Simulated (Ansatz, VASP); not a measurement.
## HfZr3S8: VASP beside Ansatz

```
CELL_PARAMETERS angstrom
3.68057 0.00000 0.00000
-1.84029 3.18747 0.00000
0.00000 0.00000 26.80625
ATOMIC_POSITIONS crystal
Zr 0.00000 0.00000 0.00000
Zr 0.00000 0.00000 0.24974
Zr 0.00000 0.00000 0.75026
Hf 0.00000 0.00000 0.50000
S 0.66667 0.33333 0.19569
S 0.66667 0.33333 0.44658
S 0.66667 0.33333 0.69620
S 0.66667 0.33333 0.94594
S 0.33333 0.66667 0.05406
S 0.33333 0.66667 0.30380
S 0.33333 0.66667 0.55342
S 0.33333 0.66667 0.80431
```

Alike in both runs: task relaxation of cell and atoms; functional PBE; k mesh 12 × 12 × 1; occupations gaussian, width 0.02 eV; no spin polarisation.

|  | VASP | Ansatz |
| --- | --- | --- |
| version | VASP 6.6.1 | Ansatz 0.2.0 |
| potentials or method | VASP PAW PBE potentials, release 64 (Zr_sv, Hf_pv, S), cutoff 600 eV | scalar-relativistic, plane waves, PAW |
| valence electrons in the cell | 94 | 110 |

Ansatz gave:

```
gap on the k mesh at the Fermi level, each at its own relaxed structure (eV) : 1.12
relaxed volume (Å³/atom)                                                     : 26.47
relaxed length of the cell vector where the two differ most in proportion (Å)              : 27.141
```

Problem. Estimate VASP's values.

Solution. gap on the k mesh at the Fermi level, each at its own relaxed structure (eV): 1.11; relaxed volume (Å³/atom): 26.15; relaxed length of the cell vector where the two differ most in proportion (Å): 26.853.

VASP's potentials hold 94 valence electrons a cell and Ansatz's 110, so a difference there can come from the potentials and not from the codes.

Spin-orbit coupling is off throughout.
